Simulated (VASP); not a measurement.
A run of VASP 6.6.1 is set up as follows.

File INCAR:

```
SYSTEM = Sn
  PREC = Accurate
  ENCUT = 520
  EDIFF = 1E-6
  ISMEAR = 0
  SIGMA = 0.1
  LREAL = .False.
  LASPH = .True.
  NELM = 60
  ALGO = Fast
  ISIF = 2
  LWAVE = .False.
  LCHARG = .True.
  GGA = CA
  LELF = .True.
  LVHAR = .True.
  NBANDS = 21
```

File KPOINTS:

```
Automatic mesh
0
Gamma
  16 16 16
  0 0 0
```

POSCAR

```
Sn
1.0
   -2.9510826012      2.9510826012      1.5921107785
    2.9510826012     -2.9510826012      1.5921107785
    2.9510826012      2.9510826012     -1.5921107785
Sn
2
Direct
    0.0000000000      0.0000000000      0.0000000000
    0.7500000000      0.2500000000      0.5000000000
```

Potentials or basis: VASP PAW LDA potentials, release 64 (Sn_d).

Run with:

```console
$ cat potpaw_LDA.64/Sn_d/POTCAR > POTCAR
$ mpirun -np 1 vasp_std > vasp.out
```

Q: Predict the pressure.

A: -3.0 GPa.

Q: Predict the band gap on the k mesh.

A: Zero (bands 14 and 15 overlap by 4.08 eV).

Caveat: the cell stands under tension; spin-orbit coupling is left out, which moves the levels of the heavy elements.
